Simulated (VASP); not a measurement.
Input of a VASP 6.6.1 run:

The input POSCAR:

```
HfN
1.0
    2.6177663832      0.0000000000      0.0000000000
    0.0000000000      2.6177663832      0.0000000000
    0.0000000000      0.0000000000      3.4311437951
Hf N
1 1
Direct
    0.5000000000      0.5000000000      0.5000000000
    0.0000000000      0.0000000000      0.0000000000
```

INCAR.step1

```
PREC = Accurate
ENCUT = 600
ISMEAR = 0
SIGMA = 0.1
LREAL = F
LASPH = T
NELM = 100
GGA = PE
ALGO = Normal
EDIFF = 1E-4
LWAVE = T
LCHARG = F
KPAR = 4
```

Contents of INCAR.step2:

```
PREC = Accurate
ENCUT = 600
EDIFF = 1E-7
ISMEAR = 0
SIGMA = 0.1
LREAL = F
LASPH = T
NELM = 100
ALGO = Normal
ISIF = 3
LWAVE = F
LCHARG = F
METAGGA = R2SCAN
LMIXTAU = T
IBRION = 2
NSW = 100
EDIFFG = -0.01
ISTART = 1
KPAR = 4
```

The input KPOINTS:

```
regular mesh
0
Gamma
  22 22 16
```

Potentials or basis: VASP PAW PBE potentials, release 64 (Hf_pv, N).

Run with:

```sh
$ cat potpaw_PBE.64/Hf_pv/POTCAR potpaw_PBE.64/N/POTCAR > POTCAR
$ cp INCAR.step1 INCAR
$ mpirun -np 4 vasp_std > vasp.out
$ cp INCAR.step2 INCAR
$ mpirun -np 4 vasp_std > vasp.out
```

(1) Estimate the relaxed cell.

(2) Estimate the space group after relaxing (to 0.1 Å).

Answers

(1) a = 2.795 Å, b = 2.795 Å, c = 2.794 Å, α = 90.00°, β = 90.00°, γ = 90.00°.

(2) Pm-3m (No. 221).

Caveat: a cell axis changed by over 15 % at a fixed basis, so the end point is rough.
